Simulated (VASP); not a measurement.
# AlP (F-43m) in VASP: further runs

The runs below take AlP through single point, with r2SCAN.

All numbers are computed with VASP 6.6.1; they aren't measurements. Logs are shortened: lines on timing, memory, paths and dates and some standing lists are left out, and cuts for length are marked.

## (1) The cell of the first run

The structure is cubic, space group F-43m (No. 216). Conventional cell: a = 5.464 Å, b = 5.464 Å, c = 5.464 Å, α = 90.00°, β = 90.00°, γ = 90.00°. Within 3.1 Å of Al (site symmetry -43m) lie 4 P at 2.37 Å. P (site symmetry -43m) has 4 Al at 2.37 Å within 3.1 Å.

## (2) Single point, r2SCAN

File POSCAR:

```
AlP
1.0
    0.0000000000      2.7320000000      2.7320000000
    2.7320000000      0.0000000000      2.7320000000
    2.7320000000      2.7320000000      0.0000000000
Al P
1 1
Direct
    0.0000000000      0.0000000000      0.0000000000
    0.2500000000      0.2500000000      0.2500000000
```

File INCAR.step1:

```
SYSTEM = AlP
PREC = Accurate
ENCUT = 550
ISMEAR = 0
SIGMA = 0.1
LREAL = .FALSE.
LASPH = .TRUE.
NELM = 120
NBANDS = 11
GGA = PE
ALGO = Normal
EDIFF = 1E-5
LWAVE = .TRUE.
LCHARG = .FALSE.
GGA_COMPAT = .FALSE.
```

File INCAR.step2:

```
SYSTEM = AlP
PREC = Accurate
ENCUT = 550
EDIFF = 1E-6
ISMEAR = 0
SIGMA = 0.1
LREAL = .FALSE.
LASPH = .TRUE.
NELM = 120
ALGO = Normal
ISIF = 2
LWAVE = .FALSE.
LCHARG = .FALSE.
METAGGA = R2SCAN
LMIXTAU = .TRUE.
NBANDS = 11
ISTART = 1
GGA_COMPAT = .FALSE.
```

File KPOINTS:

```
Automatic mesh
0
G
  6 6 6
  0 0 0
```

Potentials or basis: VASP PAW PBE potentials, release 64 (Al, P).

Launch:

```bash
$ cat potpaw_PBE.64/Al/POTCAR potpaw_PBE.64/P/POTCAR > POTCAR
$ cp INCAR.step1 INCAR
$ mpirun -np 1 vasp_std > vasp.out
$ cp INCAR.step2 INCAR
$ mpirun -np 1 vasp_std > vasp.out
```

OUTCAR:

```text
SYSTEM = AlP
   PREC = Accurate
   ENCUT = 550
   EDIFF = 1E-6
   ISMEAR = 0
   LREAL = .FALSE.
   LASPH = .TRUE.
   NELM = 120
   ISIF = 2
   METAGGA = R2SCAN
   ISTART = 1

 ion  position               nearest neighbor table
   1  0.000  0.000  0.000-   2 2.37   2 2.37   2 2.37   2 2.37
   2  0.250  0.250  0.250-   1 2.37   1 2.37   1 2.37   1 2.37

  LATTYP: Found a face centered cubic cell.
 ALAT       =     5.4640000000

  Lattice vectors:

 A1 = (   0.0000000000,   2.7320000000,   2.7320000000)
 A2 = (   2.7320000000,   0.0000000000,   2.7320000000)
 A3 = (   2.7320000000,   2.7320000000,   0.0000000000)

Analysis of symmetry for initial positions (statically):
=====================================================================
 Subroutine PRICEL returns:
 Original cell was already a primitive cell.

 Routine SETGRP: Setting up the symmetry group for a
 face centered cubic supercell.

 Subroutine GETGRP returns: Found 24 space group operations
 (whereof 24 operations were pure point group operations)
 out of a pool of 48 trial point group operations.

The static configuration has the point symmetry T_d .

Analysis of symmetry for dynamics (positions and initial velocities):
=====================================================================
 Subroutine PRICEL returns:
 Original cell was already a primitive cell.

 Routine SETGRP: Setting up the symmetry group for a
 face centered cubic supercell.

 Subroutine GETGRP returns: Found 24 space group operations
 (whereof 24 operations were pure point group operations)
 out of a pool of 48 trial point group operations.

The dynamic configuration has the point symmetry T_d .

 Subroutine INISYM returns: Found 24 space group operations
 (whereof 24 operations are pure point group operations),
 and found     1 'primitive' translations

----------------------------------------------------------------------------------------

                                     Primitive cell

  volume of cell :      40.7823

  direct lattice vectors                    reciprocal lattice vectors
     0.000000000  2.732000000  2.732000000    -0.183016105  0.183016105  0.183016105
     2.732000000  0.000000000  2.732000000     0.183016105 -0.183016105  0.183016105
     2.732000000  2.732000000  0.000000000     0.183016105  0.183016105 -0.183016105

  length of vectors
     3.863631452  3.863631452  3.863631452     0.316993193  0.316993193  0.316993193

  position of ions in fractional coordinates (direct lattice)
     0.000000000  0.000000000  0.000000000
     0.250000000  0.250000000  0.250000000

  ion indices of the primitive-cell ions
   primitive index   ion index
                 1           1
                 2           2

----------------------------------------------------------------------------------------

 KPOINTS: Automatic mesh

Automatic generation of k-mesh.
 Grid dimensions read from file:
 generate k-points for:    6    6    6

 Generating k-lattice:

  Cartesian coordinates                     Fractional coordinates (reciprocal lattice)
    -0.030502684  0.030502684  0.030502684     0.166666667  0.000000000  0.000000000
     0.030502684 -0.030502684  0.030502684     0.000000000  0.166666667  0.000000000
     0.030502684  0.030502684 -0.030502684     0.000000000  0.000000000  0.166666667

  Length of vectors
     0.052832199  0.052832199  0.052832199

  Shift w.r.t. Gamma in fractional coordinates (k-lattice)
     0.000000000  0.000000000  0.000000000

 Subroutine IBZKPT returns following result:
 ===========================================

 Found     16 irreducible k-points:

 Following reciprocal coordinates:
            Coordinates               Weight
  0.000000  0.000000  0.000000      1.000000
  0.166667  0.000000  0.000000      8.000000
  0.333333  0.000000  0.000000      8.000000
  0.500000  0.000000  0.000000      4.000000
  0.166667  0.166667  0.000000      6.000000
  0.333333  0.166667  0.000000     24.000000
[... 8 lines left out ...]
 -0.333333  0.333333  0.166667     24.000000
 -0.333333  0.500000  0.166667     12.000000
   k-points           NKPTS =     16   k-points in BZ     NKDIM =     16   number of bands    NBANDS=     11
   number of dos      NEDOS =    301   number of ions     NIONS =      2
   total plane-waves  NPLWV =  27000
   dimension x,y,z NGX =    30 NGY =   30 NGZ =   30
   dimension x,y,z NGXF=    60 NGYF=   60 NGZF=   60
   ions per type =               1   1
   NGX,Y,Z   is equivalent  to a cutoff of  12.91, 12.91, 12.91 a.u.
   NGXF,Y,Z  is equivalent  to a cutoff of  25.82, 25.82, 25.82 a.u.
 SYSTEM =  AlP
   PREC   = accura    normal or accurate (medium, high low for compatibility)
   ISTART =      1    job   : 0-new  1-cont  2-samecut
   ICHARG =      0    charge: 1-file 2-atom 10-const
   ISPIN  =      1    spin polarized calculation?
   LNONCOLLINEAR =      F non collinear calculations
   LSORBIT =      F    spin-orbit coupling
   LASPH  =      T    aspherical Exc in radial PAW
   ENCUT  =  550.0 eV  40.42 Ry    6.36 a.u.   7.39  7.39  7.39*2*pi/ulx,y,z
   NELM   =    120;   NELMIN=  2; NELMDL=  0     # of ELM steps
   EDIFF  = 0.1E-05   stopping-criterion for ELM
   LREAL  =      F    real-space projection
   EDIFFG = 0.1E-04   stopping-criterion for IOM
   NSW    =      0    number of steps for IOM
   IBRION =     -1    ionic relax: 0-MD 1-quasi-New 2-CG
   NFREE  =      0    steps in history (QN), initial steepest desc. (CG)
   ISIF   =      2    stress and relaxation
   ISYM   =      2    0-nonsym 1-usesym 2-fastsym
   POTIM  = 0.5000    time-step for ionic-motion
   TEBEG  =    0.0;   TEEND  =   0.0 temperature during run
   PSTRESS=    0.0 pullay stress
   NELECT =       8.0000    total number of electrons
   NUPDOWN=      -1.0000    fix difference up-down
   EMIN   =  10.00;   EMAX   =-10.00  energy-range for DOS
   EFERMI =   0.00;   METHOD = LEGACY
   ISMEAR =     0;   SIGMA  =   0.10  broadening in eV -4-tet -1-fermi 0-gaus
   EFERMI_NEDOS =   21; number of points for ismear=-14 and -15
   IALGO  =     38    algorithm
   IMIX   =      4    mixing-type and parameters
     AMIX     =   0.40;   BMIX     =  1.00
     AMIX_MAG =   1.60;   BMIX_MAG =  1.00
  volume/ion in A,a.u.               =      20.39       137.61
  Fermi-wavevector in a.u.,A,eV,Ry     =   0.951220  1.797544 12.310807  0.904819
  Thomas-Fermi vector in A             =   2.079669
   LORBIT       =      0    0 simple, 1 ext, 2 COOP (PROOUT), +10 PAW based schemes
   METAGGA = R2SCAN    functional components
   LHFCALC =     F    Hartree Fock is set to
   AEXX    =    0.0000 exact exchange contribution
   IVDW    =     0    specifies the selected vdW correction
   LEPSILON=     F    determine dielectric tensor
   LRPA    =     F    only Hartree local field effects (RPA)
 non-spin polarized calculation
 Gauss-broadening in eV      SIGMA  =   0.10
  energy-cutoff  :      550.00
  volume of cell :       40.78
 maximum number of plane-waves:      1243
 NGX is ok and might be reduce to    30
   NGX = 15   NGY = 15   NGZ = 15

 number of electron       7.9999999 magnetization

 Free energy of the ion-electron system (eV)
  ---------------------------------------------------
  ext. energy  EPLUGINS =         0.00000000
  ---------------------------------------------------
  free energy    TOTEN  =       -17.20300367 eV

  energy without entropy =      -17.20300367  energy(sigma->0) =      -17.20300367

 E-fermi :   4.8225     XC(G=0):  -9.6204

 val. band max:        4.3904733247   @ k =   0.0000   0.0000   0.0000
 cond. band min:       6.3021805872   @ k =   0.5000   0.5000   0.0000
 fundamental gap:      1.9117072625
 Fermi energy:         4.8224802222

 k-point     1 :       0.0000    0.0000    0.0000
  band No.  band energies     occupation
      1      -7.5856      2.00000
      2       4.3905      2.00000
      3       4.3905      2.00000
      4       4.3905      2.00000
      5       8.3731      0.00000
      6       9.3620      0.00000
      7       9.3620      0.00000
      8       9.3620      0.00000
      9      13.6964      0.00000
     10      13.6964      0.00000
     11      15.5698      0.00000

 k-point     2 :       0.1667    0.0000    0.0000
  band No.  band energies     occupation
      1      -7.2700      2.00000
      2       2.5151      2.00000
      3       4.1417      2.00000
      4       4.1417      2.00000
      5       8.5540      0.00000
      6       9.8158      0.00000
      7       9.8158      0.00000
      8      10.6369      0.00000
      9      13.0674      0.00000
     10      13.0674      0.00000
     11      16.0669      0.00000

 k-point     3 :       0.3333    0.0000    0.0000
  band No.  band energies     occupation
      1      -6.4505      2.00000
      2      -0.0372      2.00000
      3       3.7565      2.00000
      4       3.7565      2.00000
      5       7.9515      0.00000
      6       9.8555      0.00000
      7       9.8555      0.00000
      8      13.0088      0.00000
      9      14.0829      0.00000
     10      14.0829      0.00000
     11      15.5259      0.00000

 k-point     4 :       0.5000    0.0000    0.0000
  band No.  band energies     occupation
      1      -5.8455      2.00000
      2      -1.2725      2.00000
      3       3.6000      2.00000
      4       3.6000      2.00000
      5       7.7080      0.00000
      6       9.6109      0.00000
      7       9.6109      0.00000
      8      13.3334      0.00000
      9      16.5508      0.00000
     10      16.5508      0.00000
     11      17.1429      0.00000
[... 127 lines left out ...]
 k-point    14 :       0.5000    0.3333    0.1667
  band No.  band energies     occupation
      1      -5.8023      2.00000
      2      -0.1151      2.00000
      3       1.6539      2.00000
      4       2.7632      2.00000
      5       8.6405      0.00000
      6       9.6837      0.00000
      7      10.4068      0.00000
      8      13.2197      0.00000
      9      14.4057      0.00000
     10      16.6953      0.00000
     11      18.6166      0.00000

 k-point    15 :      -0.3333    0.3333    0.1667
  band No.  band energies     occupation
      1      -5.3286      2.00000
      2      -0.7015      2.00000
      3       1.1893      2.00000
      4       2.3614      2.00000
      5       8.8309      0.00000
      6       9.8499      0.00000
      7      11.8354      0.00000
      8      12.5993      0.00000
      9      13.9644      0.00000
     10      17.1467      0.00000
     11      18.1361      0.00000

 k-point    16 :      -0.3333    0.5000    0.1667
  band No.  band energies     occupation
      1      -5.1204      2.00000
      2      -0.7515      2.00000
      3       1.3991      2.00000
      4       1.6653      2.00000
      5       8.0727      0.00000
      6       9.1372      0.00000
      7      12.6571      0.00000
      8      12.9963      0.00000
      9      16.5207      0.00000
     10      17.0600      0.00000
     11      18.5915      0.00000

------------------------ aborting loop because EDIFF is reached ----------------------------------------

  FORCE on cell =-STRESS in cart. coord.  units (eV):
  Direction    XX          YY          ZZ          XY          YZ          ZX
  --------------------------------------------------------------------------------------
  -------------------------------------------------------------------------------------
  Total        0.1174240      0.1174240      0.1174240     -0.0000000     -0.0000000      0.0000000
  in kB        4.6131273      4.6131273      4.6131273     -0.0000000     -0.0000000      0.0000000
  external PRESSURE =       4.6131273 kB  Pullay stress =       0.0000000 kB

 VOLUME and BASIS-vectors are now :
 -----------------------------------------------------------------------------
  energy-cutoff  :      550.00
  volume of cell :       40.78
      direct lattice vectors                 reciprocal lattice vectors
     0.000000000  2.732000000  2.732000000    -0.183016105  0.183016105  0.183016105
     2.732000000  0.000000000  2.732000000     0.183016105 -0.183016105  0.183016105
     2.732000000  2.732000000  0.000000000     0.183016105  0.183016105 -0.183016105

 POSITION                                       TOTAL-FORCE (eV/Angst)
 -----------------------------------------------------------------------------------
      0.00000      0.00000      0.00000        -0.000000     -0.000000     -0.000000
      1.36600      1.36600      1.36600         0.000000      0.000000      0.000000
 -----------------------------------------------------------------------------------
    total drift:                               -0.000000     -0.000000     -0.000000

  FREE ENERGIE OF THE ION-ELECTRON SYSTEM (eV)
  ---------------------------------------------------
  free  energy   TOTEN  =       -17.2030036710 eV

  energy  without entropy=      -17.2030036710  energy(sigma->0) =      -17.20300367
```

It took 1.8 min on 1 thread of AMD EPYC, shared host; peak memory 0.13 GiB.

What came out:

```yaml
Free_energy: -17.2030 eV
Pressure: 0.5 GPa
Band_gap_on_the_k_mesh: 1.91 eV (least direct gap 3.98 eV)
```

Levels at points of the mesh, in eV from the valence-band top:
```
           k point  band 1  band 2  band 3  band 4  band 5  band 6  band 7  band 8
(0.00, 0.00, 0.00)  -11.98    0.00    0.00    0.00    3.98    4.97    4.97    4.97
(0.50, 0.00, 0.00)  -10.24   -5.66   -0.79   -0.79    3.32    5.22    5.22    8.94
(0.50, 0.50, 0.00)   -9.55   -5.43   -2.18   -2.18    1.91    2.84   11.97   11.97
```

Caveat: the PAW data sets were made with another functional, which shifts forces and pressure a little. A k mesh can miss the band edges.

## (3) Single point, r2SCAN

This run uses another cell than the first one, of 20.55 Å³/atom.

File POSCAR:

```
AlP
1.0
    0.0000000000      2.7391849985      2.7391849985
    2.7391849985      0.0000000000      2.7391849985
    2.7391849985      2.7391849985      0.0000000000
Al P
1 1
Direct
    0.0000000000      0.0000000000      0.0000000000
    0.2500000000      0.2500000000      0.2500000000
```

File INCAR.step1:

```
ALGO = Normal ; EDIFF = 1E-5
ENCUT = 550 ; GGA = PE
GGA_COMPAT = False ; ISMEAR = 0
LASPH = True ; LCHARG = False
LREAL = False ; LWAVE = True
NBANDS = 11 ; NELM = 120
PREC = Accurate ; SIGMA = 0.02
```

File INCAR.step2:

```
ALGO = Normal ; EDIFF = 1E-6
ENCUT = 550 ; GGA_COMPAT = False
ISIF = 2 ; ISMEAR = 0
ISTART = 1 ; LASPH = True
LCHARG = True ; LELF = True
LMIXTAU = True ; LREAL = False
LVHAR = True ; LWAVE = False
METAGGA = R2SCAN ; NBANDS = 11
NELM = 120 ; PREC = Accurate
SIGMA = 0.02
```

File KPOINTS:

```
k-points
0
Gamma
  8 8 8
```

Potentials or basis: VASP PAW PBE potentials, release 64 (Al, P).

Launch:

```bash
$ cat potpaw_PBE.64/Al/POTCAR potpaw_PBE.64/P/POTCAR > POTCAR
$ cp INCAR.step1 INCAR
$ mpirun -np 1 vasp_std > vasp.out
$ cp INCAR.step2 INCAR
$ mpirun -np 1 vasp_std > vasp.out
```

OUTCAR:

```text
EDIFF = 1E-6
   ENCUT = 550
   ISIF = 2
   ISMEAR = 0
   ISTART = 1
   LASPH = True
   LREAL = False
   METAGGA = R2SCAN
   NELM = 120
   PREC = Accurate

 ion  position               nearest neighbor table
   1  0.000  0.000  0.000-   2 2.37   2 2.37   2 2.37   2 2.37
   2  0.250  0.250  0.250-   1 2.37   1 2.37   1 2.37   1 2.37

  LATTYP: Found a face centered cubic cell.
 ALAT       =     5.4783699970

  Lattice vectors:

[... 523 lines left out ...]

------------------------ aborting loop because EDIFF is reached ----------------------------------------

  FORCE on cell =-STRESS in cart. coord.  units (eV):
  Direction    XX          YY          ZZ          XY          YZ          ZX
  --------------------------------------------------------------------------------------
  -------------------------------------------------------------------------------------
  Total       -0.0745074     -0.0745074     -0.0745074      0.0000000      0.0000000      0.0000000
  in kB       -2.9041292     -2.9041292     -2.9041292      0.0000000      0.0000000      0.0000000
  external PRESSURE =      -2.9041292 kB  Pullay stress =       0.0000000 kB

 VOLUME and BASIS-vectors are now :
 -----------------------------------------------------------------------------
  energy-cutoff  :      550.00
  volume of cell :       41.10
      direct lattice vectors                 reciprocal lattice vectors
     0.000000000  2.739184998  2.739184998    -0.182536046  0.182536046  0.182536046
     2.739184998  0.000000000  2.739184998     0.182536046 -0.182536046  0.182536046
     2.739184998  2.739184998  0.000000000     0.182536046  0.182536046 -0.182536046

 POSITION                                       TOTAL-FORCE (eV/Angst)
 -----------------------------------------------------------------------------------
      0.00000      0.00000      0.00000         0.000000      0.000000      0.000000
      1.36959      1.36959      1.36959        -0.000000     -0.000000     -0.000000
 -----------------------------------------------------------------------------------
    total drift:                               -0.000000     -0.000000     -0.000000

  FREE ENERGIE OF THE ION-ELECTRON SYSTEM (eV)
  ---------------------------------------------------
  free  energy   TOTEN  =       -17.2095071948 eV

  energy  without entropy=      -17.2095071948  energy(sigma->0) =      -17.20950719
```

OUTCAR.step1:

```text
EDIFF = 1E-5
   ENCUT = 550
   GGA = PE
   ISMEAR = 0
   LASPH = True
[... 557 lines left out ...]
 -----------------------------------------------------------------------------------
      0.00000      0.00000      0.00000        -0.000000      0.000000      0.000000
      1.36959      1.36959      1.36959         0.000000     -0.000000     -0.000000
 -----------------------------------------------------------------------------------
    total drift:                               -0.000000     -0.000000     -0.000000

  FREE ENERGIE OF THE ION-ELECTRON SYSTEM (eV)
  ---------------------------------------------------
  free  energy   TOTEN  =       -10.3744494641 eV

  energy  without entropy=      -10.3744494641  energy(sigma->0) =      -10.37444946
```

Run time: 3.1 min. Hardware: 1 thread of AMD EPYC, shared host; peak memory 0.13 GiB.

What came out:

```
Free energy            : -17.2095 eV
Pressure               : -0.3 GPa
Band gap on the k mesh : 1.93 eV (least direct gap 3.91 eV)
```

Caveat: the PAW data sets were made with another functional, which shifts forces and pressure a little.
